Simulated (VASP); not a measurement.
## KBaI3: single point with PBE

The system is KBaI3.

```
K Ba I
1.0
     6.58481    0.00000    0.00000
     0.00000    6.58481    0.00000
     0.00000    0.00000    6.58481
K Ba I
1 1 3
Cartesian
  0.0000 0.0000 0.0000
  3.2924 3.2924 3.2924
  3.2924 3.2924 0.0000
  3.2924 0.0000 3.2924
  0.0000 3.2924 3.2924
```

This cell differs from its parent crystal: strain -2.0%.

```json
{"Program": "VASP 6.6.1", "Task": "single point", "Functional": "PBE", "Potentials or basis": "VASP PAW PBE potentials, release 64 (K_sv, Ba_sv, I)", "Cutoff": "500 eV", "k mesh": "4 × 4 × 4", "Occupations": "fermi-dirac, width 0.02 eV", "Spin": "no spin polarisation", "Dipole correction": "no", "Further INCAR settings": "ALGO = Normal; EDIFF = 1e-06; NBANDS = 28"}
```

| Item | Value |
| --- | --- |
| Pressure | 1.1 GPa |
| Band gap on the k mesh | 3.13 eV (least direct gap 3.27 eV) |

Levels at points of the mesh, in eV from the valence-band top:
| k point | band 18 | band 19 | band 20 | band 21 | band 22 | band 23 |
| --- | --- | --- | --- | --- | --- | --- |
| (0.00, 0.00, 0.00) | -0.14 | -0.14 | -0.14 | 3.13 | 3.98 | 3.98 |
| (0.50, 0.00, 0.00) | -0.53 | -0.22 | -0.22 | 4.09 | 4.39 | 4.71 |
| (0.50, 0.50, 0.00) | -0.67 | -0.49 | -0.01 | 4.63 | 5.20 | 5.20 |
| (0.50, 0.50, 0.50) | 0.00 | 0.00 | 0.00 | 3.84 | 5.56 | 5.56 |

Run time: 61 s on 1 thread of AMD EPYC 7R43 64-Core Processor (Zen 3), with other jobs on the host, peak memory 0.31 GiB.

Caveat: the cell differs from its parent crystal (strain -2.0%); spin-orbit coupling is left out, which moves the levels of the heavy elements. A k mesh can miss the band edges.
